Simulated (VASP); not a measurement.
# MnO (Fm-3m) in VASP: further runs

MnO is run at these levels: PBE; tasks: single point.

All numbers are computed with VASP 6.6.1; they aren't measurements. Logs are shortened: lines on timing, memory, paths and dates and some standing lists are left out, and cuts for length are marked.

### 1 The cell of the first run

It takes space group Fm-3m (No. 225, cubic). Conventional cell: a = 4.448 Å, b = 4.448 Å, c = 4.448 Å, α = 90.00°, β = 90.00°, γ = 90.00°. Within 2.9 Å of Mn (site symmetry m-3m) lie 6 O at 2.22 Å. O (site symmetry m-3m) has 6 Mn at 2.22 Å within 2.9 Å.

### 2 Single point, PBE, collinear spin, ferromagnetic start

Contents of INCAR:

```
SYSTEM = MnO
PREC = Accurate ; ENCUT = 520
EDIFF = 1E-6 ; ISMEAR = -1
SIGMA = 0.05 ; LREAL = .False.
LASPH = .True. ; NELM = 150
ALGO = Normal ; ISIF = 2
LWAVE = .False. ; LCHARG = .True.
ISPIN = 2 ; MAGMOM = 4 0
LORBIT = 11 ; NUPDOWN = 4.0
LMAXMIX = 4 ; GGA = PE
LELF = .True. ; LVHAR = .True.
NBANDS = 20
```

Contents of KPOINTS:

```
Automatic mesh
0
Gamma
  10 10 10
  0 0 0
```

Contents of POSCAR:

```
MnO
1.0
    0.0000000000      2.2239077028      2.2239077028
    2.2239077028      0.0000000000      2.2239077028
    2.2239077028      2.2239077028      0.0000000000
Mn O
1 1
Direct
    0.0000000000      0.0000000000      0.0000000000
    0.5000000000      0.5000000000      0.5000000000
```

Potentials or basis: VASP PAW PBE potentials, release 64 (Mn_pv, O).

Command:

```sh
$ cat potpaw_PBE.64/Mn_pv/POTCAR potpaw_PBE.64/O/POTCAR > POTCAR
$ mpirun -np 1 vasp_std > vasp.out
```

OUTCAR:

```text
SYSTEM = MnO
   PREC = Accurate
   ENCUT = 520
   EDIFF = 1E-6
   ISMEAR = -1
   LREAL = .False.
   LASPH = .True.
   NELM = 150
   ISIF = 2
   ISPIN = 2
   LORBIT = 11
   NUPDOWN = 4.0
   GGA = PE

 ion  position               nearest neighbor table
   1  0.000  0.000  0.000-   2 2.22   2 2.22   2 2.22   2 2.22   2 2.22   2 2.22
   2  0.500  0.500  0.500-   1 2.22   1 2.22   1 2.22   1 2.22   1 2.22   1 2.22

  LATTYP: Found a face centered cubic cell.
 ALAT       =     4.4478154056

  Lattice vectors:

 A1 = (   0.0000000000,   2.2239077028,   2.2239077028)
 A2 = (   2.2239077028,   0.0000000000,   2.2239077028)
 A3 = (   2.2239077028,   2.2239077028,   0.0000000000)

Analysis of symmetry for initial positions (statically):
=====================================================================
 Subroutine PRICEL returns:
 Original cell was already a primitive cell.

 Routine SETGRP: Setting up the symmetry group for a
 face centered cubic supercell.

 Subroutine GETGRP returns: Found 48 space group operations
 (whereof 48 operations were pure point group operations)
 out of a pool of 48 trial point group operations.

The static configuration has the point symmetry O_h .

Analysis of symmetry for dynamics (positions and initial velocities):
=====================================================================
 Subroutine PRICEL returns:
 Original cell was already a primitive cell.

 Routine SETGRP: Setting up the symmetry group for a
 face centered cubic supercell.

 Subroutine GETGRP returns: Found 48 space group operations
 (whereof 48 operations were pure point group operations)
 out of a pool of 48 trial point group operations.

The dynamic configuration has the point symmetry O_h .

Analysis of structural, dynamic, and magnetic symmetry:
=====================================================================
 Subroutine PRICEL returns:
 Original cell was already a primitive cell.

 Routine SETGRP: Setting up the symmetry group for a
 face centered cubic supercell.

 Subroutine GETGRP returns: Found 48 space group operations
 (whereof 48 operations were pure point group operations)
 out of a pool of 48 trial point group operations.

The overall configuration has the point symmetry O_h .

 Subroutine INISYM returns: Found 48 space group operations
 (whereof 48 operations are pure point group operations),
 and found     1 'primitive' translations

----------------------------------------------------------------------------------------

                                     Primitive cell

  volume of cell :      21.9979

  direct lattice vectors                    reciprocal lattice vectors
     0.000000000  2.223907703  2.223907703    -0.224829474  0.224829474  0.224829474
     2.223907703  0.000000000  2.223907703     0.224829474 -0.224829474  0.224829474
     2.223907703  2.223907703  0.000000000     0.224829474  0.224829474 -0.224829474

  length of vectors
     3.145080435  3.145080435  3.145080435     0.389416073  0.389416073  0.389416073

  position of ions in fractional coordinates (direct lattice)
     0.000000000  0.000000000  0.000000000
     0.500000000  0.500000000  0.500000000

  ion indices of the primitive-cell ions
   primitive index   ion index
                 1           1
                 2           2

----------------------------------------------------------------------------------------

 KPOINTS: Automatic mesh

Automatic generation of k-mesh.
 Grid dimensions read from file:
 generate k-points for:   10   10   10

 Generating k-lattice:

  Cartesian coordinates                     Fractional coordinates (reciprocal lattice)
    -0.022482947  0.022482947  0.022482947     0.100000000  0.000000000  0.000000000
     0.022482947 -0.022482947  0.022482947     0.000000000  0.100000000  0.000000000
     0.022482947  0.022482947 -0.022482947     0.000000000  0.000000000  0.100000000

  Length of vectors
     0.038941607  0.038941607  0.038941607

  Shift w.r.t. Gamma in fractional coordinates (k-lattice)
     0.000000000  0.000000000  0.000000000

 Subroutine IBZKPT returns following result:
 ===========================================

 Found     47 irreducible k-points:

 Following reciprocal coordinates:
            Coordinates               Weight
  0.000000  0.000000  0.000000      1.000000
  0.100000  0.000000  0.000000      8.000000
  0.200000  0.000000  0.000000      8.000000
  0.300000  0.000000  0.000000      8.000000
  0.400000  0.000000  0.000000      8.000000
  0.500000  0.000000  0.000000      4.000000
[... 16 lines left out ...]
  0.300000  0.300000  0.000000      6.000000
  0.400000  0.300000  0.000000     24.000000
 [... further k-points ...]
   k-points           NKPTS =     47   k-points in BZ     NKDIM =     47   number of bands    NBANDS=     20
   number of dos      NEDOS =    301   number of ions     NIONS =      2
   total plane-waves  NPLWV =  13824
   dimension x,y,z NGX =    24 NGY =   24 NGZ =   24
   dimension x,y,z NGXF=    48 NGYF=   48 NGZF=   48
   ions per type =               1   1
   NGX,Y,Z   is equivalent  to a cutoff of  12.69, 12.69, 12.69 a.u.
   NGXF,Y,Z  is equivalent  to a cutoff of  25.37, 25.37, 25.37 a.u.
 SYSTEM =  MnO
   PREC   = accura    normal or accurate (medium, high low for compatibility)
   ISTART =      0    job   : 0-new  1-cont  2-samecut
   ICHARG =      2    charge: 1-file 2-atom 10-const
   ISPIN  =      2    spin polarized calculation?
   LNONCOLLINEAR =      F non collinear calculations
   LSORBIT =      F    spin-orbit coupling
   LASPH  =      T    aspherical Exc in radial PAW
   ENCUT  =  520.0 eV  38.22 Ry    6.18 a.u.   5.85  5.85  5.85*2*pi/ulx,y,z
   NELM   =    150;   NELMIN=  2; NELMDL= -5     # of ELM steps
   EDIFF  = 0.1E-05   stopping-criterion for ELM
   LREAL  =      F    real-space projection
   EDIFFG = 0.1E-04   stopping-criterion for IOM
   NSW    =      0    number of steps for IOM
   IBRION =     -1    ionic relax: 0-MD 1-quasi-New 2-CG
   NFREE  =      0    steps in history (QN), initial steepest desc. (CG)
   ISIF   =      2    stress and relaxation
   ISYM   =      2    0-nonsym 1-usesym 2-fastsym
   POTIM  = 0.5000    time-step for ionic-motion
   TEBEG  =    0.0;   TEEND  =   0.0 temperature during run
   PSTRESS=    0.0 pullay stress
   NELECT =      19.0000    total number of electrons
   NUPDOWN=       4.0000    fix difference up-down
   EMIN   =  10.00;   EMAX   =-10.00  energy-range for DOS
   EFERMI =   0.00;   METHOD = LEGACY
   ISMEAR =    -1;   SIGMA  =   0.05  broadening in eV -4-tet -1-fermi 0-gaus
   EFERMI_NEDOS =   21; number of points for ismear=-14 and -15
   IALGO  =     38    algorithm
   IMIX   =      4    mixing-type and parameters
     AMIX     =   0.40;   BMIX     =  1.00
     AMIX_MAG =   1.60;   BMIX_MAG =  1.00
  volume/ion in A,a.u.               =      11.00        74.22
  Fermi-wavevector in a.u.,A,eV,Ry     =   1.559071  2.946217 33.071721  2.430703
  Thomas-Fermi vector in A             =   2.662483
   LORBIT       =     11    0 simple, 1 ext, 2 COOP (PROOUT), +10 PAW based schemes
   GGA     = PE    functional components
   LHFCALC =     F    Hartree Fock is set to
   AEXX    =    0.0000 exact exchange contribution
   IVDW    =     0    specifies the selected vdW correction
   LEPSILON=     F    determine dielectric tensor
   LRPA    =     F    only Hartree local field effects (RPA)
 spin polarized calculation
  energy-cutoff  :      520.00
  volume of cell :       22.00
 maximum number of plane-waves:       609
   NGX = 11   NGY = 11   NGZ = 11

 number of electron      18.9999991 magnetization       3.9999997

 Free energy of the ion-electron system (eV)
  ---------------------------------------------------
  ext. energy  EPLUGINS =         0.00000000
  ---------------------------------------------------
  free energy    TOTEN  =       -16.19508202 eV

  energy without entropy =      -16.18048089  energy(sigma->0) =      -16.18778145

 E-fermi :   7.9696     XC(G=0): -11.9171

 val. band max:        7.9652196627   @ k =  -0.1000   0.1000   0.0000
 cond. band min:       7.0245118307   @ k =   0.4000   0.1000   0.0000
 fundamental gap:     -0.9407078320
 Fermi energy:         7.0110622463

 spin component 1

 k-point     1 :       0.0000    0.0000    0.0000
  band No.  band energies     occupation
      1     -42.7125      1.00000
      2     -42.7125      1.00000
      3     -42.7125      1.00000
      4     -12.8883      1.00000
      5       3.6002      1.00000
      6       3.6002      1.00000
[... 12 lines left out ...]
     19      27.3134      0.00000
     20      27.3134      0.00000
[... 507 lines left out ...]
 k-point    24 :       0.4000    0.3000    0.0000
  band No.  band energies     occupation
      1     -42.7587      1.00000
      2     -42.7321      1.00000
      3     -42.7303      1.00000
      4     -12.0874      1.00000
      5       0.3121      1.00000
      6       2.1833      1.00000
[... 12 lines left out ...]
     19      32.2156      0.00000
     20      34.0760      0.00000

 [... further k-points ...]

 spin component 2

 k-point     1 :       0.0000    0.0000    0.0000
  band No.  band energies     occupation
      1     -38.6574      1.00000
      2     -38.6574      1.00000
      3     -38.6574      1.00000
      4     -12.6801      1.00000
      5       3.7590      1.00000
      6       3.7590      1.00000
[... 12 lines left out ...]
     19      29.2488      0.00000
     20      29.2488      0.00000
[... 507 lines left out ...]
 k-point    24 :       0.4000    0.3000    0.0000
  band No.  band energies     occupation
      1     -38.7145      1.00000
      2     -38.6812      1.00000
      3     -38.6789      1.00000
      4     -11.8997      1.00000
      5       0.8216      1.00000
      6       2.6660      1.00000
[... 12 lines left out ...]
     19      33.0199      0.00000
     20      34.8004      0.00000

 [... further k-points ...]

------------------------ aborting loop because EDIFF is reached ----------------------------------------

  FORCE on cell =-STRESS in cart. coord.  units (eV):
  Direction    XX          YY          ZZ          XY          YZ          ZX
  --------------------------------------------------------------------------------------
  -------------------------------------------------------------------------------------
  Total       -1.7282596     -1.7282596     -1.7282596     -0.0000000      0.0000000      0.0000000
  in kB     -125.8749466   -125.8749466   -125.8749466     -0.0000000      0.0000000      0.0000000
  external PRESSURE =    -125.8749466 kB  Pullay stress =       0.0000000 kB

 VOLUME and BASIS-vectors are now :
 -----------------------------------------------------------------------------
  energy-cutoff  :      520.00
  volume of cell :       22.00
      direct lattice vectors                 reciprocal lattice vectors
     0.000000000  2.223907703  2.223907703    -0.224829474  0.224829474  0.224829474
     2.223907703  0.000000000  2.223907703     0.224829474 -0.224829474  0.224829474
     2.223907703  2.223907703  0.000000000     0.224829474  0.224829474 -0.224829474

 POSITION                                       TOTAL-FORCE (eV/Angst)
 -----------------------------------------------------------------------------------
      0.00000      0.00000      0.00000         0.000000      0.000000      0.000000
      2.22391      2.22391      2.22391        -0.000000     -0.000000     -0.000000
 -----------------------------------------------------------------------------------
    total drift:                                0.000000     -0.000000     -0.000000

  FREE ENERGIE OF THE ION-ELECTRON SYSTEM (eV)
  ---------------------------------------------------
  free  energy   TOTEN  =       -16.1950820154 eV

  energy  without entropy=      -16.1804808877  energy(sigma->0) =      -16.18778145

 total charge

# of ion       s       p       d       tot
------------------------------------------
    1        0.196   6.166   5.008  11.369
    2        1.564   3.380   0.000   4.943
--------------------------------------------------
tot          1.759   9.545   5.008  16.312

 magnetization (x)

# of ion       s       p       d       tot
------------------------------------------
    1        0.030   0.021   3.720   3.771
    2        0.025   0.050   0.000   0.075
--------------------------------------------------
tot          0.055   0.071   3.720   3.846
```

Run time: 24 s. Hardware: 1 thread of AMD EPYC 9R45 (Zen 5), shared host; peak memory 0.13 GiB.

Results:

- Free energy: -16.1951 eV
- Pressure: -12.6 GPa
- Net moment: 4.00 μB per cell
- Site moments: Mn +3.77; O +0.07 μB
- Valence electrons inside the program's atomic spheres: Mn 11.37; O 4.94

Caveat: the total moment is fixed, so each spin has its own Fermi level; a cell with one magnetic atom can't hold antiferromagnetic order, which such compounds often take.

### 3 Single point, PBE, collinear spin, ferromagnetic start

Contents of INCAR:

```
SYSTEM = MnO
PREC = Accurate ; ENCUT = 520
EDIFF = 1E-6 ; ISMEAR = -1
SIGMA = 0.05 ; LREAL = .False.
LASPH = .True. ; NELM = 150
ALGO = Normal ; ISIF = 2
LWAVE = .False. ; LCHARG = .False.
ISPIN = 2 ; MAGMOM = 4.8 0
LORBIT = 11 ; NUPDOWN = 4.8
LMAXMIX = 4 ; GGA = PE
NBANDS = 20
```

Contents of KPOINTS:

```
regular mesh
0
Gamma
  10 10 10
  0 0 0
```

POSCAR is that of step 2.

Potentials or basis: VASP PAW PBE potentials, release 64 (Mn_pv, O).

Command:

```sh
$ cat potpaw_PBE.64/Mn_pv/POTCAR potpaw_PBE.64/O/POTCAR > POTCAR
$ mpirun -np 1 vasp_std > vasp.out
```

OUTCAR:

```text
SYSTEM = MnO
   PREC = Accurate
   ENCUT = 520
   EDIFF = 1E-6
   ISMEAR = -1
   LREAL = .False.
   LASPH = .True.
   NELM = 150
   ISIF = 2
   ISPIN = 2
   LORBIT = 11
   NUPDOWN = 4.8
   GGA = PE

 ion  position               nearest neighbor table
   1  0.000  0.000  0.000-   2 2.22   2 2.22   2 2.22   2 2.22   2 2.22   2 2.22
   2  0.500  0.500  0.500-   1 2.22   1 2.22   1 2.22   1 2.22   1 2.22   1 2.22

  LATTYP: Found a face centered cubic cell.
 ALAT       =     4.4478154056

  Lattice vectors:

 A1 = (   0.0000000000,   2.2239077028,   2.2239077028)
 A2 = (   2.2239077028,   0.0000000000,   2.2239077028)
 A3 = (   2.2239077028,   2.2239077028,   0.0000000000)

Analysis of symmetry for initial positions (statically):
=====================================================================
 Subroutine PRICEL returns:
 Original cell was already a primitive cell.

 Routine SETGRP: Setting up the symmetry group for a
 face centered cubic supercell.

 Subroutine GETGRP returns: Found 48 space group operations
[... 749 lines left out ...]
      5       4.1851      1.00000
      6       4.1851      1.00000
[... 541 lines left out ...]
     19      33.2292      0.00000
     20      35.0047      0.00000

 [... further k-points ...]

------------------------ aborting loop because EDIFF is reached ----------------------------------------

  FORCE on cell =-STRESS in cart. coord.  units (eV):
  Direction    XX          YY          ZZ          XY          YZ          ZX
  --------------------------------------------------------------------------------------
  -------------------------------------------------------------------------------------
  Total        0.0543764      0.0543764      0.0543764      0.0000000      0.0000000     -0.0000000
  in kB        3.9604172      3.9604172      3.9604172      0.0000000      0.0000000     -0.0000000
  external PRESSURE =       3.9604172 kB  Pullay stress =       0.0000000 kB

 VOLUME and BASIS-vectors are now :
 -----------------------------------------------------------------------------
  energy-cutoff  :      520.00
  volume of cell :       22.00
      direct lattice vectors                 reciprocal lattice vectors
     0.000000000  2.223907703  2.223907703    -0.224829474  0.224829474  0.224829474
     2.223907703  0.000000000  2.223907703     0.224829474 -0.224829474  0.224829474
     2.223907703  2.223907703  0.000000000     0.224829474  0.224829474 -0.224829474

 POSITION                                       TOTAL-FORCE (eV/Angst)
 -----------------------------------------------------------------------------------
      0.00000      0.00000      0.00000        -0.000000      0.000000      0.000000
      2.22391      2.22391      2.22391         0.000000     -0.000000     -0.000000
 -----------------------------------------------------------------------------------
    total drift:                                0.000000     -0.000000     -0.000000

  FREE ENERGIE OF THE ION-ELECTRON SYSTEM (eV)
  ---------------------------------------------------
  free  energy   TOTEN  =       -16.4061685421 eV

  energy  without entropy=      -16.3994656917  energy(sigma->0) =      -16.40281712

 total charge

# of ion       s       p       d       tot
------------------------------------------
    1        0.202   6.176   4.974  11.352
    2        1.561   3.416   0.000   4.977
--------------------------------------------------
tot          1.763   9.592   4.974  16.329

 magnetization (x)

# of ion       s       p       d       tot
------------------------------------------
    1        0.034   0.026   4.293   4.353
    2        0.030   0.177   0.000   0.207
--------------------------------------------------
tot          0.064   0.202   4.293   4.559
```

It took 23 s on 1 thread of AMD EPYC 9R45 (Zen 5), shared host; peak memory 0.13 GiB.

What came out:

```yaml
Free_energy: -16.4062 eV
Pressure: 0.4 GPa
Net_moment: 4.80 μB per cell
Site_moments: Mn +4.35; O +0.21 μB
Valence_electrons_inside_the_program's_atomic_spheres: Mn 11.35; O 4.98
```

Caveat: the total moment is fixed, so each spin has its own Fermi level; a cell with one magnetic atom can't hold antiferromagnetic order, which such compounds often take.

(Part 1 of 2 ends here.)
